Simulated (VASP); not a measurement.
A run of VASP 6.6.1 is set up as follows.

The input INCAR:

```
PREC = Accurate
ENCUT = 520
EDIFF = 1E-6
ISMEAR = 0
SIGMA = 0.15
LREAL = F
LASPH = T
NELM = 100
ALGO = Normal
ISIF = 2
LWAVE = F
LCHARG = F
GGA = PS
NBANDS = 26
```

The input KPOINTS:

```
regular mesh
0
Gamma
  12 12 12
```

File POSCAR:

```
AlCu3
1.0
    0.0000000000      2.8833694744      2.8833694744
    2.8833694744      0.0000000000      2.8833694744
    2.8833694744      2.8833694744      0.0000000000
Al Cu
1 3
Direct
    0.0000000000      0.0000000000      0.0000000000
    0.5000000000      0.5000000000      0.5000000000
    0.2500000000      0.2500000000      0.2500000000
    0.7500000000      0.7500000000      0.7500000000
```

Potentials or basis: VASP PAW PBE potentials, release 64 (Al, Cu).

Launch:

```sh
$ cat potpaw_PBE.64/Al/POTCAR potpaw_PBE.64/Cu/POTCAR > POTCAR
$ mpirun -np 1 vasp_std > vasp.out
```

Question: Estimate the band gap on the k mesh.

Answer: Zero (bands 18 and 19 overlap by 5.87 eV).

Question: What does it give for the pressure?

Answer: 0.7 GPa.

Caveat: the PAW data sets were made with another functional, which shifts forces and pressure a little.
